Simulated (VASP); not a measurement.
# Al14Cu (rs.c) in VASP: further runs, part 2 of 2

VASP 6.6.1. The steps go on from the part before.

## (3) Single point, r2SCAN

POSCAR

```
Al14Cu
1.0
    4.2330229732      2.4439369531      0.0000000000
   -4.2330229732      2.4439369531      0.0000000000
    0.0000000000      0.0000000000     21.2166710154
Al Cu
14 1
Direct
    0.0013209055      0.0000000000      0.2847750228
    0.3320124279      0.6653457612      0.2847750228
    0.6666666667      0.3346542388      0.2847750228
    0.3386638311      1.0000000000      0.3944887627
    0.6666666667      0.6719971644      0.3944887627
   -0.0053304978      0.3280028356      0.3944887627
    0.0000000000      0.6666666667      0.4999990186
    0.3333333333      0.3333333333      0.4999990186
   -0.0053304715      0.0000000000      0.6055092955
    0.3386638049      0.6719971382      0.6055092955
    0.6666666667      0.3280028618      0.6055092955
    0.3320125013      1.0000000000      0.7152231573
    0.6666666667      0.6653458346      0.7152231573
    0.0013208321      0.3346541654      0.7152231573
    0.6666666667      1.0000000000      0.4999992103
```

INCAR.step1

```
SYSTEM = Al14Cu
PREC = Accurate
ENCUT = 520
ISMEAR = 1
SIGMA = 0.1
LREAL = Auto
LASPH = .True.
NELM = 100
LDIPOL = .True.
IDIPOL = 3
DIPOL = 0.5 0.5 0.500
NBANDS = 40
GGA = PE
ALGO = Normal
EDIFF = 1E-4
LWAVE = .True.
LCHARG = .False.
```

INCAR.step2

```
SYSTEM = Al14Cu
PREC = Accurate
ENCUT = 520
EDIFF = 1E-6
ISMEAR = 1
SIGMA = 0.1
LREAL = Auto
LASPH = .True.
NELM = 100
ALGO = Normal
ISIF = 2
LWAVE = .False.
LCHARG = .False.
LDIPOL = .True.
IDIPOL = 3
DIPOL = 0.5 0.5 0.500
METAGGA = R2SCAN
LMIXTAU = .True.
NBANDS = 40
ISTART = 1
```

KPOINTS

```
Automatic mesh
0
Gamma
  9 9 1
  0 0 0
```

Potentials or basis: VASP PAW PBE potentials, release 64 (Al, Cu).

The run is started by

```console
$ cat potpaw_PBE.64/Al/POTCAR potpaw_PBE.64/Cu/POTCAR > POTCAR
$ cp INCAR.step1 INCAR
$ mpirun -np 1 vasp_std > vasp.out
$ cp INCAR.step2 INCAR
$ mpirun -np 1 vasp_std > vasp.out
```

OUTCAR:

```text
SYSTEM = Al14Cu
   PREC = Accurate
   ENCUT = 520
   EDIFF = 1E-6
   ISMEAR = 1
   LREAL = Auto
   LASPH = .True.
   NELM = 100
   ISIF = 2
   METAGGA = R2SCAN
   ISTART = 1

 ion  position               nearest neighbor table
   1  0.001  0.000  0.285-   2 2.82   2 2.82   3 2.82   3 2.82   3 2.83   2 2.83   5 2.84   6 2.84
                             4 2.85
   2  0.332  0.665  0.285-   1 2.82   3 2.82   3 2.82   1 2.82   3 2.83   1 2.83   4 2.84   5 2.84
                             6 2.85
   3  0.667  0.335  0.285-   2 2.82   2 2.82   1 2.82   1 2.82   1 2.83   2 2.83   6 2.84   4 2.84
                             5 2.85
   4  0.339  0.000  0.394-  15 2.75   8 2.78   7 2.78   6 2.78   5 2.78   2 2.84   3 2.84   5 2.84
                             5 2.84   6 2.84   6 2.84   1 2.85
   5  0.667  0.672  0.394-  15 2.75   7 2.78   8 2.78   4 2.78   6 2.78   2 2.84   1 2.84   6 2.84
                             4 2.84   4 2.84   6 2.84   3 2.85
   6  0.995  0.328  0.394-  15 2.75   7 2.78   8 2.78   4 2.78   5 2.78   3 2.84   1 2.84   5 2.84
                             4 2.84   4 2.84   5 2.84   2 2.85
   7  0.000  0.667  0.500-   5 2.78   6 2.78   4 2.78   9 2.78  11 2.78  10 2.78  15 2.82   8 2.82
                             8 2.82   8 2.82  15 2.82  15 2.82
   8  0.333  0.333  0.500-   4 2.78   6 2.78   5 2.78   9 2.78  10 2.78  11 2.78   7 2.82  15 2.82
                             7 2.82  15 2.82   7 2.82  15 2.82
   9  0.995  0.000  0.606-  15 2.75   7 2.78   8 2.78  11 2.78  10 2.78  14 2.84  13 2.84  10 2.84
                            11 2.84  11 2.84  10 2.84  12 2.85
  10  0.339  0.672  0.606-  15 2.75   8 2.78   7 2.78   9 2.78  11 2.78  13 2.84  12 2.84  11 2.84
                             9 2.84  11 2.84   9 2.84  14 2.85
  11  0.667  0.328  0.606-  15 2.75   7 2.78   8 2.78   9 2.78  10 2.78  14 2.84  12 2.84  10 2.84
                             9 2.84   9 2.84  10 2.84  13 2.85
  12  0.332  0.000  0.715-  14 2.82  14 2.82  13 2.82  13 2.82  13 2.83  14 2.83  10 2.84  11 2.84
                             9 2.85
  13  0.667  0.665  0.715-  14 2.82  14 2.82  12 2.82  12 2.82  12 2.83  14 2.83  10 2.84   9 2.84
                            11 2.85
  14  0.001  0.335  0.715-  13 2.82  12 2.82  12 2.82  13 2.82  12 2.83  13 2.83  11 2.84   9 2.84
                            10 2.85
[... 202 lines left out ...]
  energy without entropy =     -102.68860728  energy(sigma->0) =     -102.69099972

 E-fermi :   2.6806     XC(G=0):  -6.8267

 val. band max:        2.6703725482   @ k =   0.1111   0.0000   0.0000
 cond. band min:       2.6946517821   @ k =   0.3333   0.0000   0.0000
 fundamental gap:      0.0242792339
 Fermi energy:         2.6805618056

 k-point     1 :       0.0000    0.0000    0.0000
  band No.  band energies     occupation
      1      -9.0032      2.00000
      2      -8.3859      2.00000
      3      -6.9975      2.00000
      4      -5.4640      2.00000
      5      -3.3435      2.00000
      6      -1.8745      2.00000
[... 481 lines left out ...]
     37       5.8661      0.00000
     38       5.8661      0.00000
 [bands above 38 left out]

------------------------ aborting loop because EDIFF is reached ----------------------------------------

 vacuum level on the upper side and lower side of the slab       (xc-potential included)        -0.193        -0.204

  FORCE on cell =-STRESS in cart. coord.  units (eV):
  Direction    XX          YY          ZZ          XY          YZ          ZX
  --------------------------------------------------------------------------------------
  -------------------------------------------------------------------------------------
  Total       -6.2969002     -6.2969002     -0.3003730      0.0000000     -0.0000000      0.0000000
  in kB      -22.9820905    -22.9820905     -1.0962855      0.0000000     -0.0000000      0.0000000
  external PRESSURE =     -15.6868221 kB  Pullay stress =       0.0000000 kB

 VOLUME and BASIS-vectors are now :
 -----------------------------------------------------------------------------
  energy-cutoff  :      520.00
  volume of cell :      438.98
      direct lattice vectors                 reciprocal lattice vectors
     4.233022973  2.443936953  0.000000000     0.118118896  0.204587929  0.000000000
    -4.233022973  2.443936953  0.000000000    -0.118118896  0.204587929  0.000000000
     0.000000000  0.000000000 21.216671015     0.000000000  0.000000000  0.047132748

 POSITION                                       TOTAL-FORCE (eV/Angst)
 -----------------------------------------------------------------------------------
      0.00559      0.00323      6.04198         0.005230      0.003020      0.006197
     -1.41101      2.43748      6.04198         0.000000     -0.006039      0.006197
      1.40542      2.44717      6.04198        -0.005230      0.003020      0.006197
      1.43357      0.82767      8.36974        -0.000153     -0.000088      0.009148
     -0.02256      3.27161      8.36974         0.000153     -0.000088      0.009148
      2.82202      3.23253      8.36974         0.000000      0.000177      0.009148
     -2.82202      1.62929     10.60831         0.000000     -0.000000      0.000000
      0.00000      1.62929     10.60831         0.000000     -0.000000      0.000000
      4.21046      2.43091     12.84689         0.000153      0.000088     -0.009148
     -1.41101      2.46999     12.84689         0.000000     -0.000177     -0.009148
      1.43357      2.43091     12.84689        -0.000153      0.000088     -0.009148
      1.40542      0.81142     15.17465        -0.005230     -0.003020     -0.006197
      0.00559      3.25535     15.17465         0.005230     -0.003020     -0.006197
     -1.41101      0.82110     15.17465         0.000000      0.006039     -0.006197
      2.82202      1.62929     10.60832         0.000000     -0.000000      0.000000
 -----------------------------------------------------------------------------------
    total drift:                               -0.000000      0.000000      0.032711

  FREE ENERGIE OF THE ION-ELECTRON SYSTEM (eV)
  ---------------------------------------------------
  free  energy   TOTEN  =      -102.6921959443 eV

  energy  without entropy=     -102.6886072803  energy(sigma->0) =     -102.69099972

 vacuum level on the upper side and lower side of the slab         6.570         6.559
```

OUTCAR.step1:

```text
SYSTEM = Al14Cu
   PREC = Accurate
   ENCUT = 520
   ISMEAR = 1
   LREAL = Auto
   LASPH = .True.
   NELM = 100
   GGA = PE
   EDIFF = 1E-4

[... 769 lines left out ...]
     -1.41101      0.82110     15.17465        -0.000000      0.005335      0.142424
      2.82202      1.62929     10.60832        -0.000000     -0.000000      0.000000
 -----------------------------------------------------------------------------------
    total drift:                               -0.000000     -0.000000      0.033342

  FREE ENERGIE OF THE ION-ELECTRON SYSTEM (eV)
  ---------------------------------------------------
  free  energy   TOTEN  =       -54.0504470808 eV

  energy  without entropy=      -54.0447252006  energy(sigma->0) =      -54.04853979

 vacuum level on the upper side and lower side of the slab         6.356         6.348
```

Wall time 19 min (1 thread of AMD EPYC 9R45 (Zen 5), shared host); peak memory 0.55 GiB.

Results:

```yaml
Free_energy: -102.6922 eV
Largest_force: 0.009 eV/Å
```

Forces in eV/Å, atoms in the order of the input:
```
Al   0.005  0.003  0.006
Al   0.000 -0.006  0.006
Al  -0.005  0.003  0.006
Al   0.000  0.000  0.009
Al   0.000  0.000  0.009
Al   0.000  0.000  0.009
Al   0.000  0.000  0.000
Al   0.000  0.000  0.000
Al   0.000  0.000 -0.009
Al   0.000  0.000 -0.009
Al   0.000  0.000 -0.009
Al  -0.005 -0.003 -0.006
Al   0.005 -0.003 -0.006
Al   0.000  0.006 -0.006
Cu   0.000  0.000  0.000
```

Caveat: the PAW data sets were made with another functional, which shifts forces and pressure a little.

## (4) Single point, r2SCAN

POSCAR

```
Al14Cu
1.0
    4.2330229732      2.4439369531      0.0000000000
   -4.2330229732      2.4439369531      0.0000000000
    0.0000000000      0.0000000000     21.2166710154
Al Cu
14 1
Direct
    0.0005115749      0.0000000000      0.2819007909
    0.3328217584      0.6661550918      0.2819007909
    0.6666666667      0.3338449082      0.2819007909
    0.3375857529      1.0000000000      0.3936161761
    0.6666666667      0.6709190862      0.3936161761
   -0.0042524196      0.3290809138      0.3936161761
    0.0000000000      0.6666666667      0.4999986347
    0.3333333333      0.3333333333      0.4999986347
   -0.0042522938      0.0000000000      0.6063817927
    0.3375856271      0.6709189604      0.6063817927
    0.6666666667      0.3290810396      0.6063817927
    0.3328217084      1.0000000000      0.7180976425
    0.6666666667      0.6661550417      0.7180976425
    0.0005116249      0.3338449583      0.7180976425
    0.6666666667      1.0000000000      0.4999994862
```

INCAR.step1

```
SYSTEM = Al14Cu
  PREC = Accurate
  ENCUT = 520
  ISMEAR = 1
  SIGMA = 0.1
  LREAL = Auto
  LASPH = .True.
  NELM = 100
  LDIPOL = .True.
  IDIPOL = 3
  DIPOL = 0.5 0.5 0.500
  NBANDS = 40
  GGA = PE
  ALGO = Normal
  EDIFF = 1E-4
  LWAVE = .True.
  LCHARG = .False.
```

INCAR.step2

```
SYSTEM = Al14Cu
  PREC = Accurate
  ENCUT = 520
  EDIFF = 1E-6
  ISMEAR = 1
  SIGMA = 0.1
  LREAL = Auto
  LASPH = .True.
  NELM = 100
  ALGO = Normal
  ISIF = 2
  LWAVE = .False.
  LCHARG = .True.
  LDIPOL = .True.
  IDIPOL = 3
  DIPOL = 0.5 0.5 0.500
  METAGGA = R2SCAN
  LMIXTAU = .True.
  LELF = .True.
  LVHAR = .True.
  LVACPOTAV = .True.
  NBANDS = 40
  ISTART = 1
```

KPOINTS

```
Automatic mesh
0
Gamma
  6 6 1
  0 0 0
```

The run is started by

```console
$ cat potpaw_PBE.64/Al/POTCAR potpaw_PBE.64/Cu/POTCAR > POTCAR
$ cp INCAR.step1 INCAR
$ mpirun -np 1 vasp_std > vasp.out
$ cp INCAR.step2 INCAR
$ mpirun -np 1 vasp_std > vasp.out
```

Wall time 12 min (1 thread of AMD EPYC 9R45 (Zen 5), shared host); peak memory 0.53 GiB.

The run converged. Its results:

```yaml
Free_energy: -102.7457 eV
Largest_force: 0.020 eV/Å
```

Forces in eV/Å, atoms in the order of the input:
```
Al   0.000  0.000 -0.014
Al   0.000  0.000 -0.014
Al   0.000  0.000 -0.014
Al   0.005  0.003  0.019
Al  -0.005  0.003  0.019
Al   0.000 -0.006  0.019
Al   0.000  0.000  0.000
Al   0.000  0.000  0.000
Al  -0.005 -0.003 -0.019
Al   0.000  0.006 -0.019
Al   0.005 -0.003 -0.019
Al   0.000  0.000  0.014
Al   0.000  0.000  0.014
Al   0.000  0.000  0.014
Cu   0.000  0.000  0.000
```

Levels at points of the mesh, in eV from the Fermi level:
| k point | band 24 | band 25 | band 26 | band 27 | band 28 | band 29 |
| --- | --- | --- | --- | --- | --- | --- |
| (0.00, 0.00, 0.00) | -1.19 | -1.19 | -1.17 | -0.93 | -0.93 | -0.91 |
| (0.50, 0.00, 0.00) | -1.70 | -1.05 | 0.41 | 0.73 | 0.73 | 1.09 |

Caveat: the PAW data sets were made with another functional, which shifts forces and pressure a little.

## (5) The runs side by side

| task | cell | k mesh | gap on the mesh (eV) | largest force (eV/Å) |
| --- | --- | --- | --- | --- |
| relaxation of the atoms | atoms relaxed | 6 × 6 × 1 | none | 0.02 |
| single point | as given | 9 × 9 × 1 | none | 0.01 |
| single point | as given | 6 × 6 × 1 | none | 0.02 |

Alike in all rows: level r2SCAN; potentials or basis VASP PAW PBE potentials, release 64 (Al, Cu); no spin polarisation; cutoff (eV) 520; smearing methfessel-paxton 0.1 eV.

Caveats: the PAW data sets were made with another functional, which shifts forces and pressure a little; the relaxation stopped at a loose force limit of 0.08 eV/Å, so its end isn't a converged minimum (some runs).

Total energies depend on the potentials used, so only differences within one code and one set of settings carry meaning.
